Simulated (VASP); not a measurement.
# BeSi (P6/mmm) in VASP: further runs, part 2 of 2

VASP 6.6.1. The steps go on from the part before.

### 3 Relaxation of cell and atoms, PBE

This run uses another cell than the first one, of 21.69 Å³/atom, 1.675 times its volume.

INCAR

```
ALGO = Normal
EDIFF = 1E-6
EDIFFG = -0.04
ENCUT = 600
GGA = PE
IBRION = 2
ISIF = 3
ISMEAR = 0
LASPH = True
LCHARG = False
LREAL = False
LWAVE = False
NELM = 60
NSW = 90
PREC = Accurate
SIGMA = 0.1
```

KPOINTS

```
k-points
0
Gamma
  6 6 2
```

POSCAR

```
BeSi
1.0
    2.4844569000      0.0000000000      0.0000000000
   -1.2422284500      2.1516027900      0.0000000000
    0.0000000000      0.0000000000      8.1142362200
Be Si
1 1
Direct
    0.0000000000      0.0000000000      0.0000000000
    0.0000000000      0.0000000000      0.5000000000
```

Potentials or basis: VASP PAW PBE potentials, release 64 (Be, Si).

On the command line:

```
$ cat potpaw_PBE.64/Be/POTCAR potpaw_PBE.64/Si/POTCAR > POTCAR
$ mpirun -np 1 vasp_std > vasp.out
```

OUTCAR:

```text
EDIFF = 1E-6
   EDIFFG = -0.04
   ENCUT = 600
   GGA = PE
   IBRION = 2
   ISIF = 3
   ISMEAR = 0
   LASPH = True
   LREAL = False
   NELM = 60
   NSW = 90
   PREC = Accurate

 ion  position               nearest neighbor table
   1  0.000  0.000  0.000-
   2  0.000  0.000  0.500-

  LATTYP: Found a hexagonal cell.
 ALAT       =     2.4844569000
 C/A-ratio  =     3.2659999938

  Lattice vectors:

 A1 = (   2.4844569000,   0.0000000000,   0.0000000000)
 A2 = (  -1.2422284500,   2.1516027900,   0.0000000000)
 A3 = (   0.0000000000,   0.0000000000,   8.1142362200)

Analysis of symmetry for initial positions (statically):
=====================================================================
 Subroutine PRICEL returns:
 Original cell was already a primitive cell.

 Routine SETGRP: Setting up the symmetry group for a
 hexagonal supercell.

 Subroutine GETGRP returns: Found 24 space group operations
 (whereof 24 operations were pure point group operations)
 out of a pool of 24 trial point group operations.

The static configuration has the point symmetry D_6h.

Analysis of symmetry for dynamics (positions and initial velocities):
=====================================================================
 Subroutine PRICEL returns:
 Original cell was already a primitive cell.

 Routine SETGRP: Setting up the symmetry group for a
 hexagonal supercell.

 Subroutine GETGRP returns: Found 24 space group operations
 (whereof 24 operations were pure point group operations)
 out of a pool of 24 trial point group operations.

The dynamic configuration has the point symmetry D_6h.

 Subroutine INISYM returns: Found 24 space group operations
 (whereof 24 operations are pure point group operations),
 and found     1 'primitive' translations

----------------------------------------------------------------------------------------

                                     Primitive cell

[... 96 lines left out ...]
   IALGO  =     38    algorithm
   IMIX   =      4    mixing-type and parameters
     AMIX     =   0.40;   BMIX     =  1.00
     AMIX_MAG =   1.60;   BMIX_MAG =  1.00
  volume/ion in A,a.u.               =      21.69       146.36
  Fermi-wavevector in a.u.,A,eV,Ry     =   0.846665  1.599964  9.753218  0.716841
  Thomas-Fermi vector in A             =   1.962048
   LORBIT       =      0    0 simple, 1 ext, 2 COOP (PROOUT), +10 PAW based schemes
   GGA     = PE    functional components
   LHFCALC =     F    Hartree Fock is set to
   AEXX    =    0.0000 exact exchange contribution
   IVDW    =     0    specifies the selected vdW correction
   LEPSILON=     F    determine dielectric tensor
   LRPA    =     F    only Hartree local field effects (RPA)
 conjugate gradient relaxation of ions
 non-spin polarized calculation
 Gauss-broadening in eV      SIGMA  =   0.10
  energy-cutoff  :      600.00
  volume of cell :       43.38
 maximum number of plane-waves:      1491
 NGX is ok and might be reduce to    20
   NGX =  9   NGY =  9   NGZ = 33

--------------------------------------- Ionic step        1  -------------------------------------------

 number of electron       6.0000000 magnetization

 Free energy of the ion-electron system (eV)
  ---------------------------------------------------
  ext. energy  EPLUGINS =         0.00000000
  ---------------------------------------------------
  free energy    TOTEN  =        -7.29552781 eV

  energy without entropy =       -7.29231529  energy(sigma->0) =       -7.29392155

------------------------ aborting loop because EDIFF is reached ----------------------------------------

  FORCE on cell =-STRESS in cart. coord.  units (eV):
  Direction    XX          YY          ZZ          XY          YZ          ZX
  --------------------------------------------------------------------------------------
  -------------------------------------------------------------------------------------
  Total       -1.9312291     -1.9312291     -0.8593989      0.0000000     -0.0000000      0.0000000
  in kB      -71.3350812    -71.3350812    -31.7441821      0.0000000     -0.0000000      0.0000000
  external PRESSURE =     -58.1381148 kB  Pullay stress =       0.0000000 kB
[... 379 lines left out ...]
 k-point    14 :       0.3333    0.3333    0.5000
  band No.  band energies     occupation
      1       5.6715      2.00000
      2       5.6715      2.00000
      3       6.7205      2.00000
      4       9.1262      1.87163
      5       9.1262      1.87163
      6      10.2752      0.00000
      7      20.4313      0.00000

[... ionic steps 4 to 11 ...]

--------------------------------------- Ionic step       12  -------------------------------------------

 number of electron       6.0000000 magnetization

------------------------ aborting loop because EDIFF is reached ----------------------------------------
[... 67 lines left out ...]
--------------------------------------- Ionic step       14  -------------------------------------------

 number of electron       6.0000000 magnetization

 Free energy of the ion-electron system (eV)
  ---------------------------------------------------
  ext. energy  EPLUGINS =         0.00000000
  ---------------------------------------------------
  free energy    TOTEN  =        -7.63810560 eV

  energy without entropy =       -7.63499879  energy(sigma->0) =       -7.63655220

 E-fermi :   5.8389     XC(G=0):  -9.7847

 val. band max:        5.7682970289   @ k =   0.1667   0.1667   0.5000
 cond. band min:       6.2081956445   @ k =   0.3333   0.0000   0.5000
 fundamental gap:      0.4398986156
 Fermi energy:         5.8389462961
[... 167 lines left out ...]
  FREE ENERGIE OF THE ION-ELECTRON SYSTEM (eV)
  ---------------------------------------------------
  free  energy   TOTEN  =        -7.6381055984 eV

  energy  without entropy=       -7.6349987919  energy(sigma->0) =       -7.63655220

 reached required accuracy - stopping structural energy minimisation
```

OSZICAR:

```text
N       E                     dE             d eps       ncg     rms          rms(c)
DAV:   1     0.642347013253E+01    0.64235E+01   -0.25502E+03   196   0.726E+02
DAV:   2    -0.718894335496E+01   -0.13612E+02   -0.12530E+02   266   0.692E+01
DAV:   3    -0.751125619557E+01   -0.32231E+00   -0.32231E+00   252   0.132E+01
[... 121 lines left out ...]
DAV:   2    -0.763945879282E+01    0.31821E-02   -0.86642E-03   231   0.645E-01    0.191E-01
DAV:   3    -0.763811428021E+01    0.13445E-02   -0.48973E-03   245   0.366E-01    0.203E-02
DAV:   4    -0.763810695484E+01    0.73254E-05   -0.18095E-04   210   0.105E-01    0.200E-02
DAV:   5    -0.763810564247E+01    0.13124E-05   -0.81086E-06   287   0.205E-02    0.687E-03
DAV:   6    -0.763810559841E+01    0.44054E-07   -0.54062E-07   126   0.529E-03
  14 F= -.76381056E+01 E0= -.76365522E+01  d E =-.607997E-03
```

CONTCAR:

```text
BeSi
   1.00000000000000
     2.3857952969926735    0.0000000000000000    0.0000000000000000
    -1.1928976484963367    2.0661593354185137    0.0000000000000000
     0.0000000000000000   -0.0000000000000000    5.9595967995789270
  Be              Si
     1     1
Direct
     0.0000000000000000    0.0000000000000000    0.0000000000000000
     0.0000000000000000    0.0000000000000000    0.5000000000000000

  0.00000000E+00  0.00000000E+00  0.00000000E+00
  0.00000000E+00  0.00000000E+00  0.00000000E+00
```

Run time: 24 s. Hardware: 1 thread of Intel Xeon 6975P-C (Granite Rapids), shared host; peak memory 0.16 GiB.

What came out:

- Free energy: -7.6381 eV
- Relaxed volume: 14.69 Å³/atom
- Relaxed cell: a = 2.386 Å, b = 2.386 Å, c = 5.960 Å, α = 90.00°, β = 90.00°, γ = 120.00°
- Space group after relaxing (to 0.05 Å): P6/mmm (No. 191)
- Energy gained by relaxing: 171.3 meV/atom
- Ionic steps: 14
- Pressure after relaxing: 0.2 GPa
- Band gap on the k mesh: zero (band 3 reaches 6.21 eV, above the bottom of band 4 at 4.77 eV)

Step by step:
| step | energy change (eV) | largest force (eV/Å) | pressure (GPa) | volume (Å³) |
| --- | --- | --- | --- | --- |
| 1 | 0.0000 | 0.0000 | -5.81 | 43.38 |
| 2 | -0.0730 | 0.0000 | 0.19 | 38.61 |
| 3 | -0.0759 | 0.0000 | -0.28 | 39.37 |
| 4 | -0.0766 | 0.0000 | -0.42 | 39.61 |
| 5 | -0.0764 | 0.0000 | -1.11 | 40.08 |
| 6 | -0.0768 | 0.0000 | -0.60 | 39.77 |
| 7 | -0.0976 | 0.0000 | -0.58 | 38.86 |
| 8 | -0.1630 | 0.0000 | -0.76 | 36.32 |
| 9 | -0.3231 | 0.0000 | -1.23 | 31.26 |
| 10 | -0.2993 | 0.0000 | 28.83 | 21.22 |
| 11 | -0.3423 | 0.0000 | -0.58 | 29.69 |
| 12 | -0.3420 | 0.0000 | -0.45 | 29.49 |
| 13 | -0.3339 | 0.0000 | 2.67 | 28.97 |
| 14 | -0.3426 | 0.0000 | 0.16 | 29.38 |

Final structure:
```
Be Si
1.0
     2.38580    0.00000    0.00000
    -1.19290    2.06616    0.00000
     0.00000    0.00000    5.95960
Be Si
1 1
Direct
  0.00000 0.00000 0.00000
  0.00000 0.00000 0.50000
```

Caveat: the k points lie up to 0.53 Å⁻¹ apart in the final cell; the volume moved by over 15 % at a fixed basis, so the end points are rough.

### 4 Relaxation of cell and atoms, PBE

This run uses another cell than the first one, of 14.74 Å³/atom, 1.138 times its volume.

Edit INCAR of step 3 so:

```diff
@@ -12,3 +12,3 @@
 LWAVE = False
-NELM = 60
+NELM = 80
 NSW = 90
```

KPOINTS

```
k-points
0
Gamma
  12 12 4
```

POSCAR

```
BeSi
1.0
    2.3880440390      0.0000000000      0.0000000000
   -1.1940220195      2.0681068031      0.0000000000
    0.0000000000      0.0000000000      5.9702295779
Be Si
1 1
Direct
    0.0000000000      0.0000000000      0.0000000000
    0.0000000000      0.0000000000      0.5000000000
```

On the command line:

```
$ cat potpaw_PBE.64/Be/POTCAR potpaw_PBE.64/Si/POTCAR > POTCAR
$ mpirun -np 1 vasp_std > vasp.out
```

Wall time 36 s (1 thread of Intel Xeon 6975P-C (Granite Rapids), shared host); peak memory 0.15 GiB.

Results (log left out):

```
Free energy                            : -7.8036 eV
Relaxed volume                         : 12.93 Å³/atom
Relaxed cell                           : a = 2.471 Å, b = 2.471 Å, c = 4.893 Å, α = 90.00°, β = 90.00°, γ = 120.00°
Space group after relaxing (to 0.05 Å) : P6/mmm (No. 191)
Energy gained by relaxing              : 121.4 meV/atom
Ionic steps                            : 13
Pressure after relaxing                : 0.0 GPa
Band gap on the k mesh                 : zero (band 3 reaches 9.25 eV, above the bottom of band 4 at 5.80 eV)
```

The path:
| step | energy change (eV) | largest force (eV/Å) | pressure (GPa) | volume (Å³) |
| --- | --- | --- | --- | --- |
| 1 | 0.0000 | 0.0000 | -2.75 | 29.49 |
| 2 | -0.0392 | 0.0000 | -1.69 | 28.41 |
| 3 | -0.1016 | 0.0000 | 5.00 | 25.26 |
| 4 | -0.1229 | 0.0000 | 5.43 | 25.11 |
| 5 | -0.2070 | 0.0000 | 6.05 | 24.64 |
| 6 | -0.0583 | 0.0000 | 14.31 | 23.48 |
| 7 | -0.2115 | 0.0000 | 6.44 | 24.35 |
| 8 | -0.2171 | 0.0000 | 6.17 | 24.47 |
| 9 | -0.2368 | 0.0000 | 2.79 | 25.16 |
| 10 | -0.2415 | 0.0000 | 0.11 | 25.79 |
| 11 | -0.2416 | 0.0000 | 0.32 | 25.74 |
| 12 | -0.2425 | 0.0000 | 0.11 | 25.81 |
| 13 | -0.2427 | 0.0000 | -0.03 | 25.86 |

Final structure:
```
CELL_PARAMETERS angstrom
2.47052 0.00000 0.00000
-1.23526 2.13953 0.00000
0.00000 0.00000 4.89283
ATOMIC_POSITIONS crystal
Be 0.00000 0.00000 0.00000
Si 0.00000 0.00000 0.50000
```

Levels at points of the mesh, in eV from the Fermi level:
```
           k point  band 1  band 2  band 3  band 4  band 5  band 6
(0.00, 0.00, 0.00)  -13.29   -5.98   -5.00    8.91   11.02   13.66
(0.50, 0.00, 0.00)   -5.99   -5.26   -0.31    0.13    3.56    3.57
(0.00, 0.00, 0.50)  -13.09   -8.21    0.61    1.32   14.57   14.85
(0.50, 0.00, 0.50)   -5.65   -5.15   -1.98   -0.75    5.91    7.73
```

### 5 Single point, PBE

This run uses another cell than the first one, of 13.03 Å³/atom, 1.006 times its volume.

INCAR

```
SYSTEM = BeSi
PREC = Accurate ; ENCUT = 520
EDIFF = 1E-6 ; ISMEAR = 0
SIGMA = 0.1 ; LREAL = .False.
LASPH = .True. ; NELM = 60
ALGO = Normal ; ISIF = 2
LWAVE = .False. ; LCHARG = .False.
GGA = PE ; NBANDS = 10
```

KPOINTS

```
Automatic mesh
0
Gamma
  24 24 12
  0 0 0
```

POSCAR

```
BeSi
1.0
    2.4955680440      0.0000000000      0.0000000000
   -1.2477840220      2.1612253230      0.0000000000
    0.0000000000      0.0000000000      4.8331463376
Be Si
1 1
Direct
    0.0000000000      0.0000000000      0.0000000000
    0.0000000000      0.0000000000      0.5000000000
```

On the command line:

```
$ cat potpaw_PBE.64/Be/POTCAR potpaw_PBE.64/Si/POTCAR > POTCAR
$ mpirun -np 1 vasp_std > vasp.out
```

Run time: 31 s. Hardware: 1 thread of Intel Xeon 6975P-C (Granite Rapids), shared host; peak memory 0.22 GiB.

Results (log left out):

- Free energy: -7.7991 eV
- Pressure: 0.0 GPa
- Band gap on the k mesh: zero (band 3 reaches 9.22 eV, above the bottom of band 4 at 5.50 eV)

Levels at points of the mesh, in eV from the Fermi level:
```
           k point  band 1  band 2  band 3  band 4  band 5  band 6  band 7
(0.00, 0.00, 0.00)  -13.19   -5.91   -4.84    9.44   11.33   13.10   13.10
(0.50, 0.00, 0.00)   -5.97   -5.38   -0.22   -0.03    3.54    3.57    7.50
(0.00, 0.00, 0.50)  -12.96   -8.20    0.83    1.67   14.10   14.10   14.31
(0.50, 0.00, 0.50)   -5.59   -5.25   -2.03   -0.94    5.88    7.99    8.10
```

### 6 Overview

```csv
task,cell,k mesh,cutoff (eV),gap on the mesh (eV),pressure (GPa),relaxed volume (Å³/atom)
single point,"a = 2.471, b = 2.471, c = 4.897 Å, angles 90.0, 90.0, 120.0°, 2 atoms",12 × 12 × 4,520,none,-0.2,-
relaxation of cell and atoms,"relaxed from a = 2.484, b = 2.484, c = 8.114 Å, angles 90.0, 90.0, 120.0°, 2 atoms",6 × 6 × 2,600,none,0.2,14.69
relaxation of cell and atoms,"relaxed from a = 2.388, b = 2.388, c = 5.970 Å, angles 90.0, 90.0, 120.0°, 2 atoms",12 × 12 × 4,600,none,0.0,12.93
single point,"a = 2.496, b = 2.496, c = 4.833 Å, angles 90.0, 90.0, 120.0°, 2 atoms",24 × 24 × 12,520,none,0.0,-
```

Alike in all rows: level PBE; potentials or basis VASP PAW PBE potentials, release 64 (Be, Si); no spin polarisation; smearing gaussian 0.1 eV.

Caveats: some runs use coarse meshes; the volume moved by over 15 % at a fixed basis, so the end points are rough (some runs).

Total energies depend on the potentials used, so only differences within one code and one set of settings carry meaning.
